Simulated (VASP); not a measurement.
A run of VASP 6.6.1 is set up as follows.

Contents of INCAR:

```
SYSTEM = Ta3AsAu2O13
PREC = Accurate
ENCUT = 520
EDIFF = 1E-6
ISMEAR = -1
SIGMA = 0.05
LREAL = Auto
LASPH = .True.
NELM = 80
ALGO = Normal
ISIF = 2
LWAVE = .False.
LCHARG = .False.
GGA = CA
NBANDS = 84
```

The input KPOINTS:

```
regular mesh
0
Gamma
  4 4 2
  0 0 0
```

File POSCAR:

```
Ta3AsAu2O13
1.0
    5.4520400000      0.0000000000      0.0000000000
   -2.7260200000      4.7216100000      0.0000000000
    0.0000000000      0.0000000000      9.5790200000
Ta As Au O
3 1 2 13
Direct
    0.0000000000      0.0000000000      0.1940800000
    0.0000000000      0.0000000000      0.8059200000
    0.6666700000      0.3333300000      0.0000000000
    0.0000000000      0.0000000000      0.5000000000
    0.3333300000      0.6666700000      0.2742800000
    0.3333300000      0.6666700000      0.7257200000
    0.0000000000      0.0000000000      0.0000000000
    0.2394700000      0.9712900000      0.3640200000
    0.0287100000      0.2681800000      0.3640200000
    0.7318200000      0.7605300000      0.3640200000
    0.2394700000      0.9712900000      0.6359800000
    0.0287100000      0.2681800000      0.6359800000
    0.7318200000      0.7605300000      0.6359800000
    0.3845200000      0.3342500000      0.8584400000
    0.6657500000      0.0502600000      0.8584400000
    0.9497400000      0.6154800000      0.8584400000
    0.3845200000      0.3342500000      0.1415600000
    0.6657500000      0.0502600000      0.1415600000
    0.9497400000      0.6154800000      0.1415600000
```

Potentials or basis: VASP PAW LDA potentials, release 64 (Ta_pv, As, Au, O).

Command:

```console
$ cat potpaw_LDA.64/Ta_pv/POTCAR potpaw_LDA.64/As/POTCAR potpaw_LDA.64/Au/POTCAR potpaw_LDA.64/O/POTCAR > POTCAR
$ mpirun -np 1 vasp_std > vasp.out
```

Problem. Predict the largest force.

Solution. 0.437 eV/Å.

Problem. Predict the pressure.

Solution. -10.2 GPa.

Problem. Estimate the band gap on the k mesh.

Solution. Zero (bands 69 and 70 overlap by 0.05 eV).

Forces on the atoms (eV/Å):
```
Ta   0.000  0.000  0.206
Ta   0.000  0.000 -0.206
Ta   0.000  0.000  0.000
As   0.000  0.000  0.000
Au   0.000  0.000  0.055
Au   0.000  0.000 -0.055
O    0.000  0.000  0.000
O   -0.144 -0.369 -0.184
O    0.392  0.060 -0.185
O   -0.248  0.309 -0.185
O   -0.144 -0.369  0.184
O    0.392  0.060  0.185
O   -0.248  0.309  0.185
O   -0.088 -0.185  0.061
O    0.204  0.016  0.061
O   -0.116  0.169  0.061
O   -0.088 -0.185 -0.061
O    0.204  0.016 -0.061
O   -0.116  0.169 -0.061
```

Caveat: the cell stands under tension; spin-orbit coupling is left out, which moves the levels of the heavy elements.
